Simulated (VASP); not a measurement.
KBr:

```
CELL_PARAMETERS angstrom
3.74855 0.00000 0.00000
0.00000 3.74855 0.00000
0.00000 0.00000 5.00972
ATOMIC_POSITIONS crystal
K 0.50000 0.50000 0.50000
Br 0.00000 0.00000 0.00000
```

The cell was built from a structure type or drawn by symmetry, and may not be a known phase.

- Program: VASP 6.6.1
- Task: relaxation of cell and atoms
- Functional: PBE
- Potentials or basis: VASP PAW PBE potentials, release 64 (K_sv, Br)
- Cutoff: 600 eV
- k mesh: 8 × 8 × 6
- Occupations: gaussian, width 0.02 eV
- Spin: no spin polarisation

At the start: pressure -0.6 GPa; volume 35.20 Å³/atom.

Problem. Where does the relaxation end?

Solution. Over 11 steps the energy falls by 214.7 meV/atom and the volume is 33.03 Å³/atom (-6.2 %); space group P4/mmm (No. 123, to 0.1 Å) before, Pm-3m (No. 221, to 0.1 Å).

Step by step:
```csv
step,energy change (eV),largest force (eV/Å),pressure (GPa),volume (Å³)
1,0.0000,0.0000,-0.63,70.39
2,-0.2711,0.0000,-0.48,68.71
3,-0.4062,0.0000,-0.12,66.66
4,-0.2497,0.0000,1.76,61.02
5,-0.4284,0.0000,0.14,65.47
6,-0.4289,0.0000,0.20,65.22
7,-0.4286,0.0000,0.24,65.08
8,-0.4292,0.0000,0.10,65.64
9,-0.4293,0.0000,0.01,65.98
10,-0.4294,0.0000,0.01,66.02
11,-0.4295,0.0000,0.00,66.06
```

Final structure:
```
K Br
1.0
     4.04235    0.00000    0.00000
     0.00000    4.04235    0.00000
     0.00000    0.00000    4.04239
K Br
1 1
Direct
  0.50000 0.50000 0.50000
  0.00000 0.00000 0.00000
```

Caveat: a cell axis changed by over 15 % at a fixed basis, so the end point is rough.
